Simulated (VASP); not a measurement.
# BN (Cmcm) in VASP: notebook, part 2 of 2

VASP 6.6.1. The steps go on from the part before.

**6. Relaxation of the atoms, LDA (normal strain along x -0.0733, normal strain along z -0.0733)**

The input, INCAR:

```
SYSTEM = BN
  PREC = Accurate
  ENCUT = 520
  EDIFF = 1E-6
  ISMEAR = 0
  SIGMA = 0.05
  LREAL = .FALSE.
  LASPH = .TRUE.
  NELM = 60
  ALGO = Normal
  ISIF = 2
  LWAVE = .FALSE.
  LCHARG = .FALSE.
  IBRION = 2
  NSW = 50
  EDIFFG = -0.01
```

The input, KPOINTS:

```
Automatic mesh
0
G
  12 12 4
  0 0 0
```

The input, POSCAR:

```
BN
1.0
    2.3059555345      0.0000000000      0.0000000000
   -1.1529777672      2.1549757989      0.0000000000
    0.0000000000      0.0000000000      6.0191680927
B N
2 2
Direct
    0.3333333333      0.6666666667      0.2500000000
    0.6666666667      0.3333333333      0.7500000000
    0.3333333333      0.6666666667      0.7500000000
    0.6666666667      0.3333333333      0.2500000000
```

Potentials or basis: VASP PAW LDA potentials, release 64 (B, N).

Launch:

```bash
cat potpaw_LDA.64/B/POTCAR potpaw_LDA.64/N/POTCAR > POTCAR
mpirun -np 1 vasp_std > vasp.out
```

OUTCAR:

```text
SYSTEM = BN
   PREC = Accurate
   ENCUT = 520
   EDIFF = 1E-6
   ISMEAR = 0
   LREAL = .FALSE.
   LASPH = .TRUE.
   NELM = 60
   ISIF = 2
   IBRION = 2
   NSW = 50
   EDIFFG = -0.01

 ion  position               nearest neighbor table
   1  0.333  0.667  0.250-   4 1.36   4 1.36   4 1.44
   2  0.667  0.333  0.750-   3 1.36   3 1.36   3 1.44
   3  0.333  0.667  0.750-   2 1.36   2 1.36   2 1.44
   4  0.667  0.333  0.250-   1 1.36   1 1.36   1 1.44

  LATTYP: Found a base centered orthorhombic cell.
 ALAT       =     2.3059555345
 B/A-ratio  =     1.8690523444
 C/A-ratio  =     2.6102706677

  Lattice vectors:

 A1 = (   1.1529777672,  -2.1549757989,   0.0000000000)
 A2 = (   1.1529777673,   2.1549757989,   0.0000000000)
 A3 = (   0.0000000000,   0.0000000000,   6.0191680927)

Analysis of symmetry for initial positions (statically):
=====================================================================
 Subroutine PRICEL returns:
 Original cell was already a primitive cell.

 Routine SETGRP: Setting up the symmetry group for a
 base centered orthorhombic supercell.

 Subroutine GETGRP returns: Found  8 space group operations
 (whereof  4 operations were pure point group operations)
 out of a pool of  8 trial point group operations.

The static configuration has the point symmetry C_2h.
 The point group associated with its full space group is D_2h.

Analysis of symmetry for dynamics (positions and initial velocities):
=====================================================================
 Subroutine PRICEL returns:
 Original cell was already a primitive cell.

 Routine SETGRP: Setting up the symmetry group for a
 base centered orthorhombic supercell.

 Subroutine GETGRP returns: Found  8 space group operations
 (whereof  4 operations were pure point group operations)
 out of a pool of  8 trial point group operations.

[... 158 lines left out ...]

  FORCE on cell =-STRESS in cart. coord.  units (eV):
  Direction    XX          YY          ZZ          XY          YZ          ZX
  --------------------------------------------------------------------------------------
  -------------------------------------------------------------------------------------
  Total       18.2139572      3.7204475      0.7043362      0.0000000      0.0000000      0.0000000
  in kB      975.6298889    199.2856198     37.7277403      0.0000000      0.0000000      0.0000000
  external PRESSURE =     404.2144163 kB  Pullay stress =       0.0000000 kB
[... 95 lines left out ...]
  FREE ENERGIE OF THE ION-ELECTRON SYSTEM (eV)
  ---------------------------------------------------
  free  energy   TOTEN  =       -37.9250012262 eV

  energy  without entropy=      -37.9250012262  energy(sigma->0) =      -37.92500123

[... ionic steps 4 to 9 ...]

--------------------------------------- Ionic step       10  -------------------------------------------

 number of electron      15.9999998 magnetization

------------------------ aborting loop because EDIFF is reached ----------------------------------------
[... 71 lines left out ...]
--------------------------------------- Ionic step       12  -------------------------------------------

 number of electron      15.9999998 magnetization

 Free energy of the ion-electron system (eV)
  ---------------------------------------------------
  ext. energy  EPLUGINS =         0.00000000
  ---------------------------------------------------
  free energy    TOTEN  =       -37.92623037 eV

  energy without entropy =      -37.92623037  energy(sigma->0) =      -37.92623037

 E-fermi :   4.1020     XC(G=0): -11.4367

 val. band max:        3.8673674482   @ k =   0.4167   0.2500   0.0000
 cond. band min:       7.4897414026   @ k =   0.0000   0.5000   0.0000
 fundamental gap:      3.6223739544
 Fermi energy:         4.1020280588

 k-point     1 :       0.0000    0.0000    0.0000
  band No.  band energies     occupation
      1     -14.8957      2.00000
      2     -14.2856      2.00000
      3      -3.8741      2.00000
      4      -0.5485      2.00000
      5       1.8165      2.00000
      6       1.9095      2.00000
      7       3.2069      2.00000
      8       3.2736      2.00000
      9       9.3356      0.00000
     10      15.1888      0.00000
     11      15.5119      0.00000
     12      15.8003      0.00000
[... 331 lines left out ...]
 k-point    24 :       0.4167    0.1667    0.0000
  band No.  band energies     occupation
      1     -10.6420      2.00000
      2     -10.5230      2.00000
      3      -5.3881      2.00000
      4      -5.2368      2.00000
      5      -2.4004      2.00000
      6      -2.2641      2.00000
      7       2.3853      2.00000
      8       3.7642      2.00000
      9       8.2844      0.00000
     10       9.9138      0.00000
     11      15.6782      0.00000
     12      16.0471      0.00000

 [... further k-points ...]

------------------------ aborting loop because EDIFF is reached ----------------------------------------

  FORCE on cell =-STRESS in cart. coord.  units (eV):
  Direction    XX          YY          ZZ          XY          YZ          ZX
  --------------------------------------------------------------------------------------
  -------------------------------------------------------------------------------------
  Total       16.5957843      4.4670808      0.6883846      0.0000000      0.0000000      0.0000000
  in kB      888.9525244    239.2790066     36.8732931      0.0000000      0.0000000      0.0000000
  external PRESSURE =     388.3682747 kB  Pullay stress =       0.0000000 kB
[... 19 lines left out ...]
  FREE ENERGIE OF THE ION-ELECTRON SYSTEM (eV)
  ---------------------------------------------------
  free  energy   TOTEN  =       -37.9262303662 eV

  energy  without entropy=      -37.9262303662  energy(sigma->0) =      -37.92623037

 reached required accuracy - stopping structural energy minimisation
```

OSZICAR:

```text
N       E                     dE             d eps       ncg     rms          rms(c)
DAV:   1     0.572357416375E+02    0.57236E+02   -0.87105E+03  3120   0.126E+03
DAV:   2    -0.395135033061E+02   -0.96749E+02   -0.87792E+02  4472   0.264E+02
[... 83 lines left out ...]
  11 F= -.37926199E+02 E0= -.37926199E+02  d E =-.586223E-04
       N       E                     dE             d eps       ncg     rms          rms(c)
DAV:   1    -0.379262317587E+02   -0.32029E-04   -0.37918E-03  3236   0.592E-01    0.176E-02
DAV:   2    -0.379262315209E+02    0.23781E-06   -0.26772E-05  3956   0.490E-02    0.107E-02
DAV:   3    -0.379262303573E+02    0.11636E-05   -0.22648E-06  2928   0.158E-02    0.122E-03
DAV:   4    -0.379262303662E+02   -0.88860E-08   -0.20701E-07  1852   0.467E-03
  12 F= -.37926230E+02 E0= -.37926230E+02  d E =-.898341E-04
```

CONTCAR:

```text
BN
   1.00000000000000
     2.3059555344999998    0.0000000000000000    0.0000000000000000
    -1.1529777671999999    2.1549757988999998    0.0000000000000000
     0.0000000000000000    0.0000000000000000    6.0191680927000002
  B               N
     2     2
Direct
     0.3260441977762730    0.6520883956525549    0.2500000000000000
     0.6739558022237270    0.3479116043474451    0.7500000000000000
     0.3475032089600655    0.6950064180201401    0.7500000000000000
     0.6524967910399343    0.3049935819798598    0.2500000000000000

  0.00000000E+00  0.00000000E+00  0.00000000E+00
  0.00000000E+00  0.00000000E+00  0.00000000E+00
  0.00000000E+00  0.00000000E+00  0.00000000E+00
  0.00000000E+00  0.00000000E+00  0.00000000E+00
```

Wall time 2.5 min (1 thread of Oxide Virtual Turin-like, shared host); peak memory 0.12 GiB.

What came out:

```yaml
Free_energy: -37.9262 eV
Energy_gained_by_relaxing: 12.4 meV/atom
Ionic_steps: 12
Pressure_after_relaxing: 38.8 GPa
Largest_force_after_relaxing: 0.004 eV/Å
Band_gap_on_the_k_mesh: 3.62 eV (least direct gap 4.37 eV)
```

Forces in eV/Å, atoms in the order of the input:
```
B    0.000  0.001  0.000
B    0.000 -0.001  0.000
N    0.000  0.004  0.000
N    0.000 -0.004  0.000
```

The path:
```tsv
step	energy change (eV)	largest force (eV/Å)	pressure (GPa)
1	0.0000	1.6182	40.42
2	0.9182	8.1780	44.34
3	-0.0485	0.0282	38.84
4	-0.0485	0.0294	38.85
5	-0.0485	0.0285	38.85
6	-0.0486	0.0250	38.85
7	-0.0487	0.0184	38.84
8	-0.0490	0.0120	38.84
9	-0.0493	0.0306	38.82
10	-0.0496	0.0691	38.79
11	-0.0497	0.0400	38.81
12	-0.0497	0.0037	38.84
```

Final structure:
```xyz
4
Lattice="2.3060 0.0000 0.0000 -1.1530 2.1550 0.0000 0.0000 0.0000 6.0192" Properties=species:S:1:pos:R:3 pbc="T T T"
B     0.0000    1.4052    1.5048
B     1.1530    0.7497    4.5144
N     0.0000    1.4977    4.5144
N     1.1530    0.6573    1.5048
```

Caveat: the cell differs from its parent crystal (normal strain along x -0.0733, normal strain along z -0.0733). A k mesh can miss the band edges.

**7. Relaxation of the atoms, LDA (normal strain along x +0.0367, normal strain along z -0.0733)**

The input, INCAR:

```
SYSTEM = BN
PREC = Accurate
ENCUT = 520
EDIFF = 1E-7
ISMEAR = 0
SIGMA = 0.05
LREAL = .FALSE.
LASPH = .TRUE.
NELM = 100
ALGO = Normal
ISIF = 2
LWAVE = .FALSE.
LCHARG = .FALSE.
GGA = CA
IBRION = 2
NSW = 50
EDIFFG = -0.01
```

KPOINTS is that of step 6.

POSCAR: that of step 6 with these lines changed.

```diff
@@ -2,4 +2,4 @@
 1.0
-    2.3059555345      0.0000000000      0.0000000000
-   -1.1529777672      2.1549757989      0.0000000000
+    2.5796742231      0.0000000000      0.0000000000
+   -1.2898371116      2.1549757989      0.0000000000
     0.0000000000      0.0000000000      6.0191680927
```

Launch:

```bash
cat potpaw_LDA.64/B/POTCAR potpaw_LDA.64/N/POTCAR > POTCAR
mpirun -np 1 vasp_std > vasp.out
```

Run time: 88 s. Hardware: 1 thread of Oxide Virtual Turin-like, shared host; peak memory 0.13 GiB.

Results (log left out):

```yaml
Free_energy: -38.4428 eV
Energy_gained_by_relaxing: 1.0 meV/atom
Ionic_steps: 3
Pressure_after_relaxing: -11.6 GPa
Largest_force_after_relaxing: 0.008 eV/Å
Band_gap_on_the_k_mesh: 3.72 eV (least direct gap 4.07 eV)
```

Forces on the atoms (eV/Å):
```
B    0.000  0.008  0.000
B    0.000 -0.008  0.000
N    0.000 -0.007  0.000
N    0.000  0.007  0.000
```

Stress tensor (GPa, compression positive):
```
-31.61   0.00   0.00
  0.00  -6.18   0.00
  0.00   0.00   2.85
```

The path:
```
step  energy change (eV)  largest force (eV/Å)  pressure (GPa)
   1              0.0000                0.3997          -11.44
   2              0.0247                1.0209          -11.83
   3             -0.0039                0.0081          -11.65
```

Final structure:
```cif
data_structure
_symmetry_space_group_name_H-M 'P 1'
_symmetry_Int_Tables_number 1
_cell_length_a 2.5797
_cell_length_b 2.5115
_cell_length_c 6.0192
_cell_angle_alpha 90.000
_cell_angle_beta 90.000
_cell_angle_gamma 120.902
_cell_volume 33.46
loop_
_atom_site_label
_atom_site_type_symbol
_atom_site_fract_x
_atom_site_fract_y
_atom_site_fract_z
_atom_site_occupancy
B1 B 0.33220 0.66440 0.25000 1
B2 B 0.66780 0.33560 0.75000 1
N1 N 0.33215 0.66430 0.75000 1
N2 N 0.66785 0.33570 0.25000 1
```

Levels at points of the mesh, in eV from the valence-band top:
| k point | band 4 | band 5 | band 6 | band 7 | band 8 | band 9 | band 10 | band 11 | band 12 |
| --- | --- | --- | --- | --- | --- | --- | --- | --- | --- |
| (0.00, 0.00, 0.00) | -3.32 | -1.68 | -1.58 | -1.33 | -1.23 | 5.63 | 10.72 | 10.81 | 10.88 |
| (0.50, 0.00, 0.00) | -8.78 | -4.05 | -3.88 | -2.07 | -0.35 | 3.72 | 5.87 | 9.46 | 9.69 |
| (0.00, 0.50, 0.00) | -8.64 | -4.65 | -4.47 | -1.76 | -0.15 | 4.04 | 5.91 | 8.55 | 8.64 |
| (0.00, 0.00, 0.50) | -5.29 | -1.63 | -1.63 | -1.28 | -1.28 | 8.46 | 8.46 | 11.16 | 11.16 |
| (0.50, 0.00, 0.50) | -8.88 | -3.97 | -3.97 | -1.12 | -1.12 | 4.29 | 4.29 | 9.86 | 9.86 |
| (0.00, 0.50, 0.50) | -8.72 | -4.56 | -4.56 | -0.85 | -0.85 | 4.49 | 4.49 | 8.77 | 8.77 |

Caveat: the cell differs from its parent crystal (normal strain along x +0.0367, normal strain along z -0.0733). A k mesh can miss the band edges.

**8. Summary**

| cell | gap on the mesh (eV) | pressure (GPa) | largest force (eV/Å) |
| --- | --- | --- | --- |
| atoms relaxed from a = 2.671, b = 2.535, c = 6.495 Å, angles 90.0, 90.0, 121.8°, 4 atoms | 3.62 | -22.1 | 0.01 |
| atoms relaxed from a = 2.671, b = 2.535, c = 6.734 Å, angles 90.0, 90.0, 121.8°, 4 atoms | 3.69 | -21.6 | 0.01 |
| atoms relaxed from a = 2.306, b = 2.444, c = 5.781 Å, angles 90.0, 90.0, 118.1°, 4 atoms | 3.59 | 41.7 | - |
| atoms relaxed from a = 2.397, b = 2.466, c = 5.781 Å, angles 90.0, 90.0, 119.1°, 4 atoms | 3.69 | 20.7 | 0.01 |
| atoms relaxed from a = 2.306, b = 2.444, c = 6.019 Å, angles 90.0, 90.0, 118.1°, 4 atoms | 3.62 | 38.8 | - |
| atoms relaxed from a = 2.580, b = 2.511, c = 6.019 Å, angles 90.0, 90.0, 120.9°, 4 atoms | 3.72 | -11.6 | 0.01 |

Alike in all rows: task relaxation of the atoms; level LDA; potentials or basis VASP PAW LDA potentials, release 64 (B, N); no spin polarisation; k mesh 12 × 12 × 4; cutoff (eV) 520; smearing gaussian 0.05 eV.

Total energies depend on the potentials used, so only differences within one code and one set of settings carry meaning.
